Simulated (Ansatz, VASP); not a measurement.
**Two plane-wave programs on LiGaO**

```
Li Ga O
1.0
     3.78412    0.00000    0.00000
     0.00000    3.78412    0.00000
     0.00000    0.00000    3.37192
Li Ga O
1 1 1
Direct
  0.00000 0.00000 0.50000
  0.50000 0.50000 0.50000
  0.00000 0.00000 0.00000
```

Alike in both runs: functional PBE; k mesh 6 × 6 × 6; occupations gaussian, width 0.1 eV; no spin polarisation.

Ansatz relaxed the structure, and its values are those at the end. VASP's run is a single point on that final structure, the one shown.

|  | VASP | Ansatz |
| --- | --- | --- |
| version | VASP 6.6.1 | Ansatz 0.2.0 |
| potentials or method | VASP PAW PBE potentials, release 64 (Li_sv, Ga_d, O), cutoff 520 eV | scalar-relativistic, plane waves, PAW |
| valence electrons in the cell | 22 | 22 |

|  | VASP | Ansatz | Ansatz less VASP |
| --- | --- | --- | --- |
| gap on the k mesh at the Fermi level (eV) | 0.27 | 0.27 | +0.001 |
| least direct gap on the mesh (eV) | 0.27 | 0.27 | +0.001 |

Noted on VASP's run: the cutoff is under 1.25 times that of the potentials, so the pressure is a little rough.
